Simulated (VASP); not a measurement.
Write the native input for VASP 6.6.1 that does the following.

| Quantity | Value |
| --- | --- |
| Task | single point |
| Functional | PBE |
| Potentials or basis | VASP PAW PBE potentials, release 64 (K_sv, Br) |
| Cutoff | 520 eV |
| k mesh | 6 × 6 × 6 |
| Occupations | fermi-dirac, width 0.02 eV |
| Spin | no spin polarisation |
| Dipole correction | no |
| Further INCAR settings | ALGO = Normal; EDIFF = 1e-07; NBANDS = 15 |

The structure of KBr lies in POSCAR:

```
KBr
1.0
    0.0000000000      3.3022478291      3.3022478291
    3.3022478291      0.0000000000      3.3022478291
    3.3022478291      3.3022478291      0.0000000000
K Br
1 1
Direct
    0.0000000000      0.0000000000      0.0000000000
    0.5000000000      0.5000000000      0.5000000000
```

The input as run:

INCAR

```
  PREC = Accurate
  ENCUT = 520
  EDIFF = 1E-7
  ISMEAR = -1
  SIGMA = 0.02
  LREAL = False
  LASPH = True
  NELM = 60
  ALGO = Normal
  ISIF = 2
  LWAVE = False
  LCHARG = False
  GGA = PE
  NBANDS = 15
```

KPOINTS

```
regular mesh
0
Gamma
  6 6 6
```

Potentials or basis: VASP PAW PBE potentials, release 64 (K_sv, Br).

Command:

```sh
$ cat potpaw_PBE.64/K_sv/POTCAR potpaw_PBE.64/Br/POTCAR > POTCAR
$ mpirun -np 1 vasp_std > vasp.out
```

It gave:

```
Pressure               : 0.7 GPa
Band gap on the k mesh : 4.43 eV, direct
```

It took 9.6 s on 1 thread of AMD EPYC 9R45 96-Core Processor (Zen 5), on a shared host, peak memory 0.18 GiB.
